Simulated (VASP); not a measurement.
KMgI3:

```
K Mg I
1.0
     5.93177    0.00000    0.00000
     0.00000    5.93177    0.00000
     0.00000    0.00000    5.93177
K Mg I
1 1 3
Direct
  0.00000 0.00000 0.00000
  0.50000 0.50000 0.50000
  0.00000 0.50000 0.50000
  0.50000 0.00000 0.50000
  0.50000 0.50000 0.00000
```

```yaml
Program: VASP 6.6.1
Task: relaxation of cell and atoms
Functional: PBEsol
Potentials_or_basis: VASP PAW PBE potentials, release 64 (K_sv, Mg, I)
Cutoff: 600 eV
k_mesh: 4 × 4 × 4
Occupations: fermi-dirac, width 0.03 eV
Spin: no spin polarisation
```

At the start: pressure -1.6 GPa; volume 41.74 Å³/atom.

Task: How do energy, volume and symmetry change on relaxing?

Result: Over 4 steps the energy falls by 20.1 meV/atom and the volume is 38.04 Å³/atom (-8.9 %); space group Pm-3m (No. 221, to 0.1 Å) before and after.

Step by step:
| step | energy change (eV) | largest force (eV/Å) | pressure (GPa) | volume (Å³) |
| --- | --- | --- | --- | --- |
| 1 | 0.0000 | 0.0000 | -1.60 | 208.71 |
| 2 | -0.0880 | 0.0000 | -0.63 | 196.40 |
| 3 | -0.1005 | 0.0000 | -0.04 | 190.62 |
| 4 | -0.1005 | 0.0000 | 0.00 | 190.20 |

Final structure:
```xyz
5
Lattice="5.7510 0.0000 0.0000 0.0000 5.7510 0.0000 0.0000 0.0000 5.7510" Properties=species:S:1:pos:R:3 pbc="T T T"
K     0.0000    0.0000    0.0000
Mg    2.8755    2.8755    2.8755
I     0.0000    2.8755    2.8755
I     2.8755    0.0000    2.8755
I     2.8755    2.8755    0.0000
```

Caveat: the PAW data sets were made with another functional, which shifts forces and pressure a little.
